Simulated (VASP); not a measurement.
Runs of VASP 6.6.1 on TiAl. The structure is that of space group Pm-3m (No. 221), or close to it. The cells are those of the table. 

```csv
task,cell,k mesh,cutoff (eV),gap on the mesh (eV),pressure (GPa)
single point,"a = 3.249 Å, 2 atoms",14 × 14 × 14,520,none,(a)
relaxation of cell and atoms,"relaxed from a = 3.018 Å, 2 atoms",6 × 6 × 6,600,none,0.0
single point,"a = 3.088 Å, 2 atoms",14 × 14 × 14,520,none,12.6
single point,"a = 3.154 Å, 2 atoms",14 × 14 × 14,520,none,3.5
single point,"a = 3.218 Å, 2 atoms",14 × 14 × 14,520,none,-3.1
```

Alike in all rows: level PBE; potentials or basis VASP PAW PBE potentials, release 64 (Ti_sv, Al); no spin polarisation; smearing gaussian 0.1 eV.

Fill in the values left out.

(a) -5.8.

A gap of «none» marks levels without a gap at the run's occupations.
